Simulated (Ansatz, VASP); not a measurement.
**NaI: VASP beside Ansatz**

```
CELL_PARAMETERS angstrom
0.00000 3.02765 3.02765
3.02765 0.00000 3.02765
3.02765 3.02765 0.00000
ATOMIC_POSITIONS crystal
Na 0.00000 0.00000 0.00000
I 0.50000 0.50000 0.50000
```

Alike in both runs: task single point; functional PBE; k mesh 6 × 6 × 6; occupations gaussian, width 0.02 eV; no spin polarisation.

|  | VASP | Ansatz |
| --- | --- | --- |
| version | VASP 6.6.1 | Ansatz 0.2.0 |
| potentials or method | VASP PAW PBE potentials, release 64 (Na_pv, I), cutoff 500 eV | scalar-relativistic, plane waves, PAW |
| valence electrons in the cell | 14 | 26 |

|  | VASP | Ansatz | Ansatz less VASP |
| --- | --- | --- | --- |
| gap on the k mesh at the Fermi level (eV) | 4.28 | 4.29 | +0.005 |
| least direct gap on the mesh (eV) | 4.28 | 4.29 | +0.005 |
| pressure (GPa) | 5.9 | 5.8 | -0.04 |

The functional is the same, so the differences come from potentials, cutoffs and numerics. VASP's potentials hold 14 valence electrons a cell and Ansatz's 26, so a difference there can come from the potentials and not from the codes.

Neither program's run includes spin-orbit coupling.
